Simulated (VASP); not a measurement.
## Si: single point with r2SCAN50

Si:

```
Si
1.0
     3.83132    0.00000    0.00000
    -1.91566    3.31802    0.00000
     0.00000    0.00000    6.33262
Si
4
Direct
  0.66667 0.33333 0.93699
  0.33333 0.66667 0.43699
  0.66667 0.33333 0.56301
  0.33333 0.66667 0.06301
```

This isn't the form of Si at room conditions, which is diamond.

```json
{
 "Program": "VASP 6.6.1",
 "Task": "single point",
 "Functional": "r2SCAN50",
 "Potentials or basis": "VASP PAW PBE potentials, release 64 (Si)",
 "Cutoff": "520 eV",
 "k mesh": "4 × 4 × 2",
 "Occupations": "fermi-dirac, width 0.05 eV",
 "Spin": "no spin polarisation"
}
```

* Pressure: -2.2 GPa
* Largest force: 0.092 eV/Å
* Band gap on the k mesh: 3.09 eV (least direct gap 3.96 eV)

Forces in eV/Å, atoms in the order of the input:
```
Si   0.000  0.000  0.092
Si   0.000  0.000  0.092
Si   0.000  0.000 -0.092
Si   0.000  0.000 -0.092
```

Stress tensor (GPa, compression positive):
```
-1.95  0.00  0.00
 0.00 -1.95  0.00
 0.00  0.00 -2.84
```

Levels at points of the mesh, in eV from the valence-band top:
```
           k point  band 4  band 5  band 6  band 7  band 8  band 9  band 10  band 11  band 12  band 13
(0.00, 0.00, 0.00)   -1.87   -1.87   -0.32    0.00    0.00    3.96     4.95     4.95     5.43     7.03
(0.50, 0.00, 0.00)   -7.33   -5.65   -3.75   -3.43   -1.77    3.09     5.40     5.87     6.22     7.92
(0.00, 0.00, 0.50)   -5.08   -1.12   -1.12   -1.12   -1.12    4.83     4.83     6.10     6.10     6.10
(0.50, 0.00, 0.50)   -8.94   -2.95   -2.95   -2.91   -2.91    3.67     3.67     4.51     4.51     9.18
```

Run time: 11 min on 1 thread of Intel Xeon 8259CL (shared host), peak memory 0.2 GiB.

Caveat: the k points lie up to 0.50 Å⁻¹ apart; the PAW data sets were made with another functional, which shifts forces and pressure a little. A k mesh can miss the band edges.
